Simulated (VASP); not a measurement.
# WS2 (P-3m1) in VASP: single point with PBE

Aim: the single point of WS2 with PBE.

Program: VASP 6.6.1. These are calculated values, not measurements. Logs are shortened: lines on timing, memory, paths and dates and some standing lists are left out, and cuts for length are marked.

## 1. The cell of the first run

The typed cell holds 12 atoms: a = 3.148 Å, b = 3.148 Å, c = 24.124 Å, α = 90.00°, β = 90.00°, γ = 120.00°.

## 2. Single point, PBE

INCAR reads:

```
SYSTEM = WS2
PREC = Accurate
ENCUT = 520
EDIFF = 1E-7
ISMEAR = -1
SIGMA = 0.05
LREAL = .FALSE.
LASPH = .TRUE.
NELM = 100
ALGO = Normal
ISIF = 2
LWAVE = .FALSE.
LCHARG = .TRUE.
GGA = PE
LELF = .TRUE.
LVHAR = .TRUE.
NBANDS = 64
```

KPOINTS reads:

```
Automatic mesh
0
G
  7 7 1
  0 0 0
```

POSCAR reads:

```
WS2
1.0
    3.1475210225      0.0000000000      0.0000000000
   -1.5737605113      2.7258331644      0.0000000000
    0.0000000000      0.0000000000     24.1235728045
W S
4 8
Direct
    0.3333333333      0.6666666667      0.6249738644
    0.3333333333      0.6666666667      0.1250255338
    0.6666666667      0.3333333333      0.8749744662
    0.6666666667      0.3333333333      0.3750261356
    0.3333333333      0.6666666667      0.9402766746
    0.3333333333      0.6666666667      0.4403229223
    0.6666666667      0.3333333333      0.6902707661
    0.6666666667      0.3333333333      0.1903276803
    0.3333333333      0.6666666667      0.8096723197
    0.3333333333      0.6666666667      0.3097292339
    0.6666666667      0.3333333333      0.5596770777
    0.6666666667      0.3333333333      0.0597233254
```

Potentials or basis: VASP PAW PBE potentials, release 64 (W_sv, S).

Command:

```console
$ cat potpaw_PBE.64/W_sv/POTCAR potpaw_PBE.64/S/POTCAR > POTCAR
$ mpirun -np 1 vasp_std > vasp.out
```

OUTCAR:

```text
SYSTEM = WS2
   PREC = Accurate
   ENCUT = 520
   EDIFF = 1E-7
   ISMEAR = -1
   LREAL = .FALSE.
   LASPH = .TRUE.
   NELM = 100
   ISIF = 2
   GGA = PE

 ion  position               nearest neighbor table
   1  0.333  0.667  0.625-  11 2.40  11 2.40  11 2.40   7 2.40   7 2.40   7 2.40
   2  0.333  0.667  0.125-   8 2.40   8 2.40   8 2.40  12 2.40  12 2.40  12 2.40
   3  0.667  0.333  0.875-   9 2.40   9 2.40   9 2.40   5 2.40   5 2.40   5 2.40
   4  0.667  0.333  0.375-   6 2.40   6 2.40   6 2.40  10 2.40  10 2.40  10 2.40
   5  0.333  0.667  0.940-   3 2.40   3 2.40   3 2.40
   6  0.333  0.667  0.440-   4 2.40   4 2.40   4 2.40
   7  0.667  0.333  0.690-   1 2.40   1 2.40   1 2.40
   8  0.667  0.333  0.190-   2 2.40   2 2.40   2 2.40
   9  0.333  0.667  0.810-   3 2.40   3 2.40   3 2.40
  10  0.333  0.667  0.310-   4 2.40   4 2.40   4 2.40
  11  0.667  0.333  0.560-   1 2.40   1 2.40   1 2.40
  12  0.667  0.333  0.060-   2 2.40   2 2.40   2 2.40

  LATTYP: Found a hexagonal cell.
 ALAT       =     3.1475210225
 C/A-ratio  =     7.6643087154

  Lattice vectors:

 A1 = (   3.1475210225,   0.0000000000,   0.0000000000)
 A2 = (  -1.5737605113,   2.7258331644,   0.0000000000)
 A3 = (   0.0000000000,   0.0000000000,  24.1235728045)

Analysis of symmetry for initial positions (statically):
=====================================================================
 Subroutine PRICEL returns:
 Original cell was already a primitive cell.

 Routine SETGRP: Setting up the symmetry group for a
 hexagonal supercell.

 Subroutine GETGRP returns: Found 12 space group operations
 (whereof 12 operations were pure point group operations)
 out of a pool of 24 trial point group operations.

The static configuration has the point symmetry D_3d.

Analysis of symmetry for dynamics (positions and initial velocities):
=====================================================================
 Subroutine PRICEL returns:
 Original cell was already a primitive cell.

 Routine SETGRP: Setting up the symmetry group for a
 hexagonal supercell.

 Subroutine GETGRP returns: Found 12 space group operations
 (whereof 12 operations were pure point group operations)
 out of a pool of 24 trial point group operations.

The dynamic configuration has the point symmetry D_3d.

 Subroutine INISYM returns: Found 12 space group operations
 (whereof 12 operations are pure point group operations),
 and found     1 'primitive' translations

----------------------------------------------------------------------------------------

                                     Primitive cell

  volume of cell :     206.9710

  direct lattice vectors                    reciprocal lattice vectors
     3.147521022  0.000000000  0.000000000     0.317710348  0.183430155  0.000000000
    -1.573760511  2.725833164  0.000000000     0.000000000  0.366860310  0.000000000
     0.000000000  0.000000000 24.123572805     0.000000000  0.000000000  0.041453230

  length of vectors
     3.147521022  3.147521022 24.123572805     0.366860310  0.366860310  0.041453230

  position of ions in fractional coordinates (direct lattice)
     0.333333333  0.666666667  0.624973864
     0.333333333  0.666666667  0.125025534
     0.666666667  0.333333333  0.874974466
     0.666666667  0.333333333  0.375026136
     0.333333333  0.666666667  0.940276675
     0.333333333  0.666666667  0.440322922
     0.666666667  0.333333333  0.690270766
     0.666666667  0.333333333  0.190327680
     0.333333333  0.666666667  0.809672320
     0.333333333  0.666666667  0.309729234
     0.666666667  0.333333333  0.559677078
     0.666666667  0.333333333  0.059723325

  ion indices of the primitive-cell ions
   primitive index   ion index
                 1           1
                 2           2
                 3           3
                 4           4
                 5           5
                 6           6
                 7           7
                 8           8
                 9           9
                10          10
                11          11
                12          12

----------------------------------------------------------------------------------------

 KPOINTS: Automatic mesh

Automatic generation of k-mesh.
 Grid dimensions read from file:
 generate k-points for:    7    7    1

 Generating k-lattice:

  Cartesian coordinates                     Fractional coordinates (reciprocal lattice)
     0.045387193  0.026204308  0.000000000     0.142857143  0.000000000  0.000000000
     0.000000000  0.052408616  0.000000000     0.000000000  0.142857143  0.000000000
     0.000000000  0.000000000  0.041453230     0.000000000  0.000000000  1.000000000

  Length of vectors
     0.052408616  0.052408616  0.041453230

  Shift w.r.t. Gamma in fractional coordinates (k-lattice)
     0.000000000  0.000000000  0.000000000

 Subroutine IBZKPT returns following result:
 ===========================================

 Found      8 irreducible k-points:

 Following reciprocal coordinates:
            Coordinates               Weight
  0.000000  0.000000  0.000000      1.000000
  0.142857  0.000000  0.000000      6.000000
  0.285714  0.000000  0.000000      6.000000
  0.428571  0.000000  0.000000      6.000000
  0.142857  0.142857  0.000000      6.000000
  0.285714  0.142857  0.000000     12.000000
  0.428571  0.142857  0.000000      6.000000
  0.285714  0.285714  0.000000      6.000000
   k-points           NKPTS =      8   k-points in BZ     NKDIM =      8   number of bands    NBANDS=     64
   number of dos      NEDOS =    301   number of ions     NIONS =     12
   total plane-waves  NPLWV = 103680
   dimension x,y,z NGX =    24 NGY =   24 NGZ =  180
   dimension x,y,z NGXF=    48 NGYF=   48 NGZF=  360
   ions per type =               4   8
   NGX,Y,Z   is equivalent  to a cutoff of  12.68, 12.68, 12.40 a.u.
   NGXF,Y,Z  is equivalent  to a cutoff of  25.35, 25.35, 24.81 a.u.
 SYSTEM =  WS2
   PREC   = accura    normal or accurate (medium, high low for compatibility)
   ISTART =      0    job   : 0-new  1-cont  2-samecut
   ICHARG =      2    charge: 1-file 2-atom 10-const
   ISPIN  =      1    spin polarized calculation?
   LNONCOLLINEAR =      F non collinear calculations
   LSORBIT =      F    spin-orbit coupling
   LASPH  =      T    aspherical Exc in radial PAW
   ENCUT  =  520.0 eV  38.22 Ry    6.18 a.u.   5.85  5.85 44.85*2*pi/ulx,y,z
   NELM   =    100;   NELMIN=  2; NELMDL= -5     # of ELM steps
   EDIFF  = 0.1E-06   stopping-criterion for ELM
   LREAL  =      F    real-space projection
   EDIFFG = 0.1E-05   stopping-criterion for IOM
   NSW    =      0    number of steps for IOM
   IBRION =     -1    ionic relax: 0-MD 1-quasi-New 2-CG
   NFREE  =      0    steps in history (QN), initial steepest desc. (CG)
   ISIF   =      2    stress and relaxation
   ISYM   =      2    0-nonsym 1-usesym 2-fastsym
   POTIM  = 0.5000    time-step for ionic-motion
   TEBEG  =    0.0;   TEEND  =   0.0 temperature during run
   PSTRESS=    0.0 pullay stress
   NELECT =     104.0000    total number of electrons
   NUPDOWN=      -1.0000    fix difference up-down
   EMIN   =  10.00;   EMAX   =-10.00  energy-range for DOS
   EFERMI =   0.00;   METHOD = LEGACY
   ISMEAR =    -1;   SIGMA  =   0.05  broadening in eV -4-tet -1-fermi 0-gaus
   EFERMI_NEDOS =   21; number of points for ismear=-14 and -15
   IALGO  =     38    algorithm
   IMIX   =      4    mixing-type and parameters
     AMIX     =   0.40;   BMIX     =  1.00
     AMIX_MAG =   1.60;   BMIX_MAG =  1.00
  volume/ion in A,a.u.               =      17.25       116.39
  Fermi-wavevector in a.u.,A,eV,Ry     =   1.301516  2.459508 23.047497  1.693943
  Thomas-Fermi vector in A             =   2.432644
   LORBIT       =      0    0 simple, 1 ext, 2 COOP (PROOUT), +10 PAW based schemes
   GGA     = PE    functional components
   LHFCALC =     F    Hartree Fock is set to
   AEXX    =    0.0000 exact exchange contribution
   IVDW    =     0    specifies the selected vdW correction
   LEPSILON=     F    determine dielectric tensor
   LRPA    =     F    only Hartree local field effects (RPA)
 non-spin polarized calculation
  energy-cutoff  :      520.00
  volume of cell :      206.97
 maximum number of plane-waves:      5598
 NGX is ok and might be reduce to    24
   NGX = 11   NGY = 11   NGZ = 89

 number of electron     103.9999991 magnetization

 Free energy of the ion-electron system (eV)
  ---------------------------------------------------
  ext. energy  EPLUGINS =         0.00000000
  ---------------------------------------------------
  free energy    TOTEN  =       -94.31770465 eV

  energy without entropy =      -94.31769835  energy(sigma->0) =      -94.31770150

 E-fermi :   8.3288     XC(G=0): -11.1462

 val. band max:        7.8857758217   @ k =   0.0000   0.0000   0.0000
 cond. band min:       8.8619821727   @ k =   0.1429   0.1429   0.0000
 fundamental gap:      0.9762063510
 Fermi energy:         8.3287859674

 k-point     1 :       0.0000    0.0000    0.0000
  band No.  band energies     occupation
      1     -66.7723      2.00000
      2     -66.7723      2.00000
      3     -66.7723      2.00000
      4     -66.7722      2.00000
      5     -31.0350      2.00000
      6     -31.0349      2.00000
[... 56 lines left out ...]
     63      10.2974      0.00000
     64      10.2979      0.00000

 k-point     2 :       0.1429    0.0000    0.0000
  band No.  band energies     occupation
      1     -66.7686      2.00000
      2     -66.7685      2.00000
      3     -66.7685      2.00000
      4     -66.7685      2.00000
      5     -31.0219      2.00000
      6     -31.0219      2.00000
[... 56 lines left out ...]
     63      10.1952      0.00000
     64      10.2465      0.00000

 k-point     3 :       0.2857    0.0000    0.0000
  band No.  band energies     occupation
      1     -66.7603      2.00000
      2     -66.7603      2.00000
      3     -66.7602      2.00000
      4     -66.7602      2.00000
      5     -31.0809      2.00000
      6     -31.0809      2.00000
[... 56 lines left out ...]
     63      10.8984      0.00000
     64      11.2001      0.00000

 k-point     4 :       0.4286    0.0000    0.0000
  band No.  band energies     occupation
      1     -66.7536      2.00000
      2     -66.7536      2.00000
      3     -66.7536      2.00000
      4     -66.7536      2.00000
      5     -31.2047      2.00000
      6     -31.2047      2.00000
[... 56 lines left out ...]
     63      11.3250      0.00000
     64      11.6266      0.00000

 k-point     5 :       0.1429    0.1429    0.0000
  band No.  band energies     occupation
      1     -66.7626      2.00000
      2     -66.7626      2.00000
      3     -66.7626      2.00000
      4     -66.7626      2.00000
      5     -31.0274      2.00000
      6     -31.0274      2.00000
[... 56 lines left out ...]
     63      10.4145      0.00000
     64      10.4972      0.00000

 k-point     6 :       0.2857    0.1429    0.0000
  band No.  band energies     occupation
      1     -66.7551      2.00000
      2     -66.7551      2.00000
      3     -66.7551      2.00000
      4     -66.7551      2.00000
      5     -31.1479      2.00000
      6     -31.1479      2.00000
[... 56 lines left out ...]
     63      10.9104      0.00000
     64      11.2342      0.00000

 k-point     7 :       0.4286    0.1429    0.0000
  band No.  band energies     occupation
      1     -66.7518      2.00000
      2     -66.7518      2.00000
      3     -66.7517      2.00000
      4     -66.7517      2.00000
      5     -31.2000      2.00000
      6     -31.2000      2.00000
[... 56 lines left out ...]
     63      11.1796      0.00000
     64      11.4861      0.00000

 k-point     8 :       0.2857    0.2857    0.0000
  band No.  band energies     occupation
      1     -66.7510      2.00000
      2     -66.7509      2.00000
      3     -66.7509      2.00000
      4     -66.7509      2.00000
      5     -31.1525      2.00000
      6     -31.1525      2.00000
[... 56 lines left out ...]
     63      11.1765      0.00000
     64      11.2341      0.00000

------------------------ aborting loop because EDIFF is reached ----------------------------------------

  FORCE on cell =-STRESS in cart. coord.  units (eV):
  Direction    XX          YY          ZZ          XY          YZ          ZX
  --------------------------------------------------------------------------------------
  -------------------------------------------------------------------------------------
  Total        6.4123392      6.4123392      6.4006092     -0.0000000      0.0000000     -0.0000000
  in kB       49.6383723     49.6383723     49.5475695     -0.0000000      0.0000000     -0.0000000
  external PRESSURE =      49.6081047 kB  Pullay stress =       0.0000000 kB

 VOLUME and BASIS-vectors are now :
 -----------------------------------------------------------------------------
  energy-cutoff  :      520.00
  volume of cell :      206.97
      direct lattice vectors                 reciprocal lattice vectors
     3.147521022  0.000000000  0.000000000     0.317710348  0.183430155  0.000000000
    -1.573760511  2.725833164  0.000000000     0.000000000  0.366860310  0.000000000
     0.000000000  0.000000000 24.123572805     0.000000000  0.000000000  0.041453230

 POSITION                                       TOTAL-FORCE (eV/Angst)
 -----------------------------------------------------------------------------------
     -0.00000      1.81722     15.07660        -0.000000      0.000000      0.000281
     -0.00000      1.81722      3.01606        -0.000000      0.000000     -0.000249
      1.57376      0.90861     21.10751         0.000000      0.000000      0.000249
      1.57376      0.90861      9.04697        -0.000000      0.000000     -0.000281
     -0.00000      1.81722     22.68283         0.000000      0.000000      0.003512
     -0.00000      1.81722     10.62216         0.000000     -0.000000      0.004756
      1.57376      0.90861     16.65180        -0.000000      0.000000      0.005425
      1.57376      0.90861      4.59138        -0.000000     -0.000000      0.002856
     -0.00000      1.81722     19.53219         0.000000      0.000000     -0.002856
     -0.00000      1.81722      7.47178         0.000000     -0.000000     -0.005425
      1.57376      0.90861     13.50141         0.000000      0.000000     -0.004756
      1.57376      0.90861      1.44074         0.000000     -0.000000     -0.003512
 -----------------------------------------------------------------------------------
    total drift:                               -0.000000      0.000000      0.000000

  FREE ENERGIE OF THE ION-ELECTRON SYSTEM (eV)
  ---------------------------------------------------
  free  energy   TOTEN  =       -94.3177046453 eV

  energy  without entropy=      -94.3176983533  energy(sigma->0) =      -94.31770150
```

Wall time 5.5 min (1 thread of AMD EPYC 7R13, shared host); peak memory 0.31 GiB.

Results:

```yaml
Free_energy: -94.3177 eV
Pressure: 5.0 GPa
Largest_force: 0.005 eV/Å
Band_gap_on_the_k_mesh: 0.98 eV
```

Forces on the atoms (eV/Å):
```
W    0.000  0.000  0.000
W    0.000  0.000  0.000
W    0.000  0.000  0.000
W    0.000  0.000  0.000
S    0.000  0.000  0.004
S    0.000  0.000  0.005
S    0.000  0.000  0.005
S    0.000  0.000  0.003
S    0.000  0.000 -0.003
S    0.000  0.000 -0.005
S    0.000  0.000 -0.005
S    0.000  0.000 -0.004
```

Caveat: spin-orbit coupling is left out, which moves the levels of the heavy elements; this functional lacks dispersion, which binds the layers, so the pressure and a relaxed spacing across them are unreliable. A k mesh can miss the band edges.
